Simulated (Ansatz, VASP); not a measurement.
**Two plane-wave programs on Al**

```
CELL_PARAMETERS angstrom
2.59205 0.00000 0.00000
-1.29602 2.24478 0.00000
0.00000 0.00000 8.53285
ATOMIC_POSITIONS crystal
Al 0.00000 0.00000 0.00000
Al 0.00000 0.00000 0.50000
Al 0.33333 0.66667 0.25000
Al 0.66667 0.33333 0.75000
```

Change from the starting cell: volume scaled by 0.75, PAW files.

Alike in both runs: task single point; functional PBE; k mesh 14 × 14 × 4; occupations fermi-dirac, width 0.08 eV; no spin polarisation.

```csv
,VASP,Ansatz
version,VASP 6.6.1,Ansatz 0.2.0
potentials or method,"VASP PAW PBE potentials, release 64 (Al)","PAW with Ansatz's default frozen-core files, scalar-relativistic"
plane-wave cutoff (eV),520,420
valence electrons in the cell,12,12
```

VASP gave:

* pressure (GPa): 41.6
* traceless stress, the component that is largest in VASP (GPa): -0.08

Task: Which values does Ansatz return?

Result: Pressure (GPa): 41.6; traceless stress, the component that is largest in VASP (GPa): -0.09.

Both programs put the cell under a high pressure, so it lies far from rest at this level.
